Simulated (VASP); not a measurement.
# SnTe: single point with HSE06

The system is SnTe.

```
CELL_PARAMETERS angstrom
0.00000 3.21265 3.21265
3.21265 0.00000 3.21265
3.21265 3.21265 0.00000
ATOMIC_POSITIONS crystal
Te 0.50000 0.50000 0.50000
Sn 0.00000 0.00000 0.00000
```

| Quantity | Value |
| --- | --- |
| Program | VASP 6.6.1 |
| Task | single point |
| Functional | HSE06 |
| Potentials or basis | VASP PAW PBE potentials, release 64 (Te, Sn_d) |
| Cutoff | 520 eV |
| k mesh | 4 × 4 × 4 |
| Occupations | fermi-dirac, width 0.05 eV |
| Spin | no spin polarisation |

| Item | Value |
| --- | --- |
| Pressure | -1.5 GPa |
| Band gap on the k mesh | 0.28 eV |

Levels at points of the mesh, in eV from the valence-band top:
| k point | band 7 | band 8 | band 9 | band 10 | band 11 | band 12 | band 13 | band 14 |
| --- | --- | --- | --- | --- | --- | --- | --- | --- |
| (0.00, 0.00, 0.00) | -5.26 | -2.31 | -2.31 | -2.31 | 3.81 | 3.81 | 3.81 | 5.32 |
| (0.50, 0.00, 0.00) | -8.96 | -1.98 | -1.98 | 0.00 | 0.28 | 0.71 | 0.71 | 8.31 |
| (0.50, 0.50, 0.00) | -7.04 | -5.86 | -3.95 | -3.95 | 2.70 | 5.36 | 5.36 | 6.78 |

Wall time 33 min on 1 thread of Intel Xeon 8259CL, with other jobs on the host, peak memory 0.32 GiB.

Caveat: the k points lie up to 0.42 Å⁻¹ apart; the PAW data sets were made with another functional, which shifts forces and pressure a little; spin-orbit coupling is left out, which moves the levels of the heavy elements. A k mesh can miss the band edges.
